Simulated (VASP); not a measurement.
# Sr2CuSeO6 (I4/m) in VASP: further runs, part 2 of 2

VASP 6.6.1.

**4. Single point, r2SCAN+D3(BJ)**

POSCAR

```
Sr2CuSeO6
1.0
    0.0000000000      5.3263270000      0.0000000000
    5.3263270000      0.0000000000      0.0000000000
    2.6631640000      2.6631640000     -4.1517660000
O Sr Cu Se
6 2 1 1
Direct
    0.2060000000      0.2970000000      0.0000000000
    0.2970000000      0.7940000000      0.0000000000
    0.7940000000      0.7030000000      0.0000000000
    0.7030000000      0.2060000000      0.0000000000
    0.2800000000      0.2800000000      0.4400000000
    0.7200000000      0.7200000000      0.5600000000
    0.7500000000      0.2500000000      0.5000000000
    0.2500000000      0.7500000000      0.5000000000
    0.0000000000      0.0000000000      0.0000000000
    0.5000000000      0.5000000000      0.0000000000
```

INCAR.step1

```
SYSTEM = Sr2CuSeO6
PREC = Accurate
ENCUT = 520
ISMEAR = -1
SIGMA = 0.0402
LREAL = .False.
LASPH = .True.
NELM = 100
NBANDS = 48
GGA = PE
ALGO = Normal
EDIFF = 1E-4
LWAVE = .True.
LCHARG = .False.
```

INCAR.step2

```
SYSTEM = Sr2CuSeO6
PREC = Accurate
ENCUT = 520
EDIFF = 1E-6
ISMEAR = -1
SIGMA = 0.0402
LREAL = .False.
LASPH = .True.
NELM = 100
ALGO = Normal
ISIF = 2
LWAVE = .False.
LCHARG = .False.
METAGGA = R2SCAN
LMIXTAU = .True.
IVDW = 12
VDW_S6 = 1.0
VDW_S8 = 0.78981345
VDW_A1 = 0.49484001
VDW_A2 = 5.73083694
NBANDS = 48
ISTART = 1
```

KPOINTS

```
regular mesh
0
Gamma
  4 4 4
  0 0 0
```

Potentials or basis: VASP PAW PBE potentials, release 64 (O, Sr_sv, Cu, Se).

Started as:

```bash
$ cat potpaw_PBE.64/O/POTCAR potpaw_PBE.64/Sr_sv/POTCAR potpaw_PBE.64/Cu/POTCAR potpaw_PBE.64/Se/POTCAR > POTCAR
$ cp INCAR.step1 INCAR
$ mpirun -np 1 vasp_std > vasp.out
$ cp INCAR.step2 INCAR
$ mpirun -np 1 vasp_std > vasp.out
```

OUTCAR:

```text
SYSTEM = Sr2CuSeO6
   PREC = Accurate
   ENCUT = 520
   EDIFF = 1E-6
   ISMEAR = -1
   LREAL = .False.
   LASPH = .True.
   NELM = 100
   ISIF = 2
   METAGGA = R2SCAN
   IVDW = 12
   ISTART = 1
 IVDW          = 12

 ion  position               nearest neighbor table
   1  0.206  0.297  0.000-  10 1.90   9 1.93   7 2.59   8 2.59   8 3.04   7 3.04
   2  0.297  0.794  0.000-  10 1.90   9 1.93   7 2.59   8 2.59   7 3.04   8 3.04
   3  0.794  0.703  0.000-  10 1.90   9 1.93   8 2.59   7 2.59   7 3.04   8 3.04
   4  0.703  0.206  0.000-  10 1.90   9 1.93   8 2.59   7 2.59   8 3.04   7 3.04
[... 931 lines left out ...]
  in kB     -31.77066   -31.77066   -29.98616    -0.00054     0.00000     0.00000
  external pressure =      -31.18 kB  Pullay stress =        0.00 kB

 VOLUME and BASIS-vectors are now :
 -----------------------------------------------------------------------------
  energy-cutoff  :      520.00
  volume of cell :      117.78
      direct lattice vectors                 reciprocal lattice vectors
     0.000000000  5.326327000  0.000000000     0.000000000  0.187746640  0.120430702
     5.326327000  0.000000000  0.000000000     0.187746640  0.000000000  0.120430702
     2.663164000  2.663164000 -4.151766000     0.000000000  0.000000000 -0.240861359

 POSITION                                       TOTAL-FORCE (eV/Angst)
 -----------------------------------------------------------------------------------
      1.58192      1.09722      0.00000         0.548891      0.826861      0.000000
      4.22910      1.58192      0.00000        -0.826861      0.548891      0.000000
      3.74441      4.22910      0.00000        -0.548891     -0.826861     -0.000000
      1.09722      3.74441      0.00000         0.826861     -0.548891     -0.000000
      2.66316      2.66316     -1.82678        -0.000000     -0.000000      0.539625
      5.32633      5.32633     -2.32499         0.000000      0.000000     -0.539625
      2.66316      5.32633     -2.07588        -0.000000     -0.000000     -0.000000
      5.32633      2.66316     -2.07588        -0.000000     -0.000000      0.000000
      0.00000      0.00000      0.00000         0.000000      0.000000      0.000000
      2.66316      2.66316      0.00000         0.000000      0.000000      0.000000
 -----------------------------------------------------------------------------------
    total drift:                                0.000000      0.000000      0.000000

  FREE ENERGIE OF THE ION-ELECTRON SYSTEM (eV)
  ---------------------------------------------------
  free  energy   TOTEN  =      -110.0570924818 eV

  energy  without entropy=     -110.0370471513  energy(sigma->0) =     -110.04706982
```

Wall time 3.2 min (1 thread of Intel Xeon 6975P-C (Granite Rapids), shared host); peak memory 0.33 GiB.

Results:

| Property | Result |
| --- | --- |
| Free energy | -110.0571 eV |
| Pressure | -3.1 GPa |
| Largest force | 0.992 eV/Å |
| Band gap on the k mesh | zero (an odd number of electrons rules out a gap without spin polarisation) |
| Dispersion energy per atom | -0.115 eV |

Forces in eV/Å, atoms in the order of the input:
```
O    0.549  0.827  0.000
O   -0.827  0.549  0.000
O   -0.549 -0.827  0.000
O    0.827 -0.549  0.000
O    0.000  0.000  0.540
O    0.000  0.000 -0.540
Sr   0.000  0.000  0.000
Sr   0.000  0.000  0.000
Cu   0.000  0.000  0.000
Se   0.000  0.000  0.000
```

Stress tensor (GPa, compression positive):
```
-3.18  0.00  0.00
 0.00 -3.18  0.00
 0.00  0.00 -3.00
```

Caveat: three body term missing; the cell stands under tension; the PAW data sets were made with another functional, which shifts forces and pressure a little; an odd number of electrons without spin polarisation forces a metal; a magnetic or distorted state may lie lower; semilocal functionals often make such compounds metallic where correlation or magnetic order opens a gap, which also shifts bond lengths. With open d or f shells a metallic result of r2SCAN can be an artefact of self-interaction; +U or a hybrid may open a gap.

**5. Single point, r2SCAN**

POSCAR is that of step 4.

INCAR.step1

```
  PREC = Accurate
  ENCUT = 520
  ISMEAR = -1
  SIGMA = 0.0402
  LREAL = False
  LASPH = True
  NELM = 80
  NBANDS = 48
  GGA = PE
  ALGO = Normal
  EDIFF = 1E-4
  LWAVE = True
  LCHARG = False
```

INCAR.step2

```
  PREC = Accurate
  ENCUT = 520
  EDIFF = 1E-6
  ISMEAR = -1
  SIGMA = 0.0402
  LREAL = False
  LASPH = True
  NELM = 80
  ALGO = Normal
  ISIF = 2
  LWAVE = False
  LCHARG = False
  METAGGA = R2SCAN
  LMIXTAU = True
  NBANDS = 48
  ISTART = 1
```

KPOINTS

```
Automatic mesh
0
Gamma
  4 4 4
```

Potentials or basis: VASP PAW PBE potentials, release 64 (O, Sr_sv, Cu, Se).

Started as:

```bash
$ cat potpaw_PBE.64/O/POTCAR potpaw_PBE.64/Sr_sv/POTCAR potpaw_PBE.64/Cu/POTCAR potpaw_PBE.64/Se/POTCAR > POTCAR
$ cp INCAR.step1 INCAR
$ mpirun -np 1 vasp_std > vasp.out
$ cp INCAR.step2 INCAR
$ mpirun -np 1 vasp_std > vasp.out
```

OUTCAR:

```text
PREC = Accurate
   ENCUT = 520
   EDIFF = 1E-6
   ISMEAR = -1
   LREAL = False
   LASPH = True
   NELM = 80
   ISIF = 2
   METAGGA = R2SCAN
   ISTART = 1

 ion  position               nearest neighbor table
   1  0.206  0.297  0.000-  10 1.90   9 1.93   7 2.59   8 2.59   8 3.04   7 3.04
   2  0.297  0.794  0.000-  10 1.90   9 1.93   7 2.59   8 2.59   7 3.04   8 3.04
   3  0.794  0.703  0.000-  10 1.90   9 1.93   8 2.59   7 2.59   7 3.04   8 3.04
   4  0.703  0.206  0.000-  10 1.90   9 1.93   8 2.59   7 2.59   8 3.04   7 3.04
[... 928 lines left out ...]
  external PRESSURE =     -14.8919396 kB  Pullay stress =       0.0000000 kB

 VOLUME and BASIS-vectors are now :
 -----------------------------------------------------------------------------
  energy-cutoff  :      520.00
  volume of cell :      117.78
      direct lattice vectors                 reciprocal lattice vectors
     0.000000000  5.326327000  0.000000000     0.000000000  0.187746640  0.120430702
     5.326327000  0.000000000  0.000000000     0.187746640  0.000000000  0.120430702
     2.663164000  2.663164000 -4.151766000     0.000000000  0.000000000 -0.240861359

 POSITION                                       TOTAL-FORCE (eV/Angst)
 -----------------------------------------------------------------------------------
      1.58192      1.09722      0.00000         0.549241      0.827452      0.000000
      4.22910      1.58192      0.00000        -0.827452      0.549241     -0.000000
      3.74441      4.22910      0.00000        -0.549241     -0.827452     -0.000000
      1.09722      3.74441      0.00000         0.827452     -0.549241      0.000000
      2.66316      2.66316     -1.82678        -0.000000     -0.000000      0.540698
      5.32633      5.32633     -2.32499         0.000000      0.000000     -0.540698
      2.66316      5.32633     -2.07588        -0.000000     -0.000000     -0.000000
      5.32633      2.66316     -2.07588        -0.000000     -0.000000      0.000000
      0.00000      0.00000      0.00000        -0.000000     -0.000000      0.000000
      2.66316      2.66316      0.00000        -0.000000     -0.000000      0.000000
 -----------------------------------------------------------------------------------
    total drift:                                0.000000      0.000000      0.000000

  FREE ENERGIE OF THE ION-ELECTRON SYSTEM (eV)
  ---------------------------------------------------
  free  energy   TOTEN  =      -108.9027632272 eV

  energy  without entropy=     -108.8827178967  energy(sigma->0) =     -108.89274056
```

OSZICAR.step1:

```text
N       E                     dE             d eps       ncg     rms          rms(c)
DAV:   1     0.776562148396E+03    0.77656E+03   -0.35819E+04  1344   0.167E+03
DAV:   2     0.282014017976E+02   -0.74836E+03   -0.69461E+03  1480   0.451E+02
DAV:   3    -0.664526822414E+02   -0.94654E+02   -0.92105E+02  1896   0.157E+02
DAV:   4    -0.707420712024E+02   -0.42894E+01   -0.42645E+01  2072   0.304E+01
DAV:   5    -0.709316862544E+02   -0.18962E+00   -0.18946E+00  2056   0.470E+00    0.436E+01
DAV:   6    -0.742844075814E+02   -0.33527E+01   -0.38631E+02  1984   0.155E+02    0.302E+01
DAV:   7    -0.570277499053E+02    0.17257E+02   -0.42937E+01  1760   0.147E+02    0.181E+01
DAV:   8    -0.581154384137E+02   -0.10877E+01   -0.24126E+01  2136   0.113E+02    0.221E+01
DAV:   9    -0.558839105821E+02    0.22315E+01   -0.24130E+01  2096   0.395E+01    0.418E+00
DAV:  10    -0.558836963579E+02    0.21422E-03   -0.11973E+00  2024   0.755E+00    0.241E+00
DAV:  11    -0.561701121433E+02   -0.28642E+00   -0.14121E+00  1840   0.318E+01    0.517E+00
DAV:  12    -0.558902967420E+02    0.27982E+00   -0.60575E-01  1872   0.218E+01    0.231E+00
DAV:  13    -0.558816933828E+02    0.86034E-02   -0.70240E-02  2152   0.426E+00    0.137E+00
DAV:  14    -0.558782676442E+02    0.34257E-02   -0.10363E-02  2152   0.976E-01    0.905E-01
DAV:  15    -0.558772989779E+02    0.96867E-03   -0.27642E-03  2032   0.343E-01    0.572E-01
DAV:  16    -0.558766211392E+02    0.67784E-03   -0.12980E-03  1904   0.100E+00    0.167E-01
DAV:  17    -0.558766411221E+02   -0.19983E-04   -0.40701E-04  1632   0.264E-01
   1 F= -.55876641E+02 E0= -.55865552E+02  d E =-.221781E-01
```

It took 3.3 min on 1 thread of Intel Xeon 6975P-C (Granite Rapids), shared host; peak memory 0.31 GiB.

What came out:

| Item | Value |
| --- | --- |
| Free energy | -108.9028 eV |
| Pressure | -1.5 GPa |
| Largest force | 0.993 eV/Å |
| Band gap on the k mesh | zero (an odd number of electrons rules out a gap without spin polarisation) |

Forces in eV/Å, atoms in the order of the input:
```
O    0.549  0.827  0.000
O   -0.827  0.549  0.000
O   -0.549 -0.827  0.000
O    0.827 -0.549  0.000
O    0.000  0.000  0.541
O    0.000  0.000 -0.541
Sr   0.000  0.000  0.000
Sr   0.000  0.000  0.000
Cu   0.000  0.000  0.000
Se   0.000  0.000  0.000
```

Stress tensor (GPa, compression positive):
```
-1.55  0.00  0.00
 0.00 -1.55  0.00
 0.00  0.00 -1.37
```

Levels at points of the mesh, in eV from the Fermi level:
```csv
k point,band 33,band 34,band 35,band 36,band 37,band 38,band 39,band 40
"(0.00, 0.00, 0.00)",-1.26,-0.69,-0.69,-0.59,0.70,0.80,5.31,5.72
"(0.50, 0.00, 0.00)",-1.22,-1.11,-1.10,-0.73,-0.06,1.98,5.10,7.23
"(0.50, 0.50, 0.00)",-1.93,-0.84,-0.71,-0.66,0.11,3.37,6.59,7.01
"(0.00, 0.00, 0.50)",-1.43,-0.81,-0.81,-0.60,0.71,2.80,6.51,6.64
```

Caveat: the PAW data sets were made with another functional, which shifts forces and pressure a little; an odd number of electrons without spin polarisation forces a metal; a magnetic or distorted state may lie lower; semilocal functionals often make such compounds metallic where correlation or magnetic order opens a gap, which also shifts bond lengths. With open d or f shells a metallic result of r2SCAN can be an artefact of self-interaction; +U or a hybrid may open a gap.

**6. The runs side by side**

| level | smearing | gap on the mesh (eV) | pressure (GPa) | largest force (eV/Å) |
| --- | --- | --- | --- | --- |
| r2SCAN | fermi-dirac 0.0402 eV | none | -1.5 | 0.99 |
| r2SCAN | fermi-dirac 0.01 eV | none | -1.5 | 0.98 |
| r2SCAN+D3(BJ) | fermi-dirac 0.0402 eV | none | -3.1 | 0.99 |

Alike in all rows: task single point; potentials or basis VASP PAW PBE potentials, release 64 (O, Sr_sv, Cu, Se); no spin polarisation; cell as given; k mesh 4 × 4 × 4; cutoff (eV) 520.

The pressure there spans -3.1 GPa (r2SCAN+D3(BJ)) to -1.5 GPa (r2SCAN); a positive pressure means that this level wants a larger cell, a negative one a smaller.

Caveats: the PAW data sets were made with another functional, which shifts forces and pressure a little; an odd number of electrons without spin polarisation forces a metal; a magnetic or distorted state may lie lower; semilocal functionals often make such compounds metallic where correlation or magnetic order opens a gap, which also shifts bond lengths; three body term missing (at least some runs); the cell stands under tension (at least some runs).

Total energies depend on the potentials used, so only differences within one code and one set of settings carry meaning.
